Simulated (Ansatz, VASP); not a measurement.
## SiB4W: VASP beside Ansatz

```
CELL_PARAMETERS angstrom
3.42317 0.00000 0.00000
0.00000 3.42317 0.00000
0.00000 0.00000 5.62131
ATOMIC_POSITIONS crystal
Si 0.00000 0.00000 0.50000
B 0.00000 0.00000 0.72163
B 0.00000 0.00000 0.27837
B 0.50000 0.50000 0.64512
B 0.50000 0.50000 0.35488
W 0.00000 0.00000 0.00000
```

Alike in both runs: task single point; functional PBE; k mesh 6 × 6 × 4; occupations gaussian, width 0.1 eV; no spin polarisation.

|  | VASP | Ansatz |
| --- | --- | --- |
| version | VASP 6.6.1 | Ansatz 0.2.0 |
| potentials or method | VASP PAW PBE potentials, release 64 (Si, B, W_sv), cutoff 520 eV | scalar-relativistic, plane waves, PAW |
| valence electrons in the cell | 30 | 30 |

Ansatz gave:

* gap on the k mesh at the Fermi level (eV): none
* rms of the force components (eV/Å): 11.069

Question: What did VASP give for the same quantities?

Answer: gap on the k mesh at the Fermi level (eV): none; rms of the force components (eV/Å): 11.117.

Atom by atom the forces differ by 0.048 eV/Å (rms over components). A gap of «none» marks a metal or a gap that the smearing closes.

Spin-orbit coupling is off throughout.
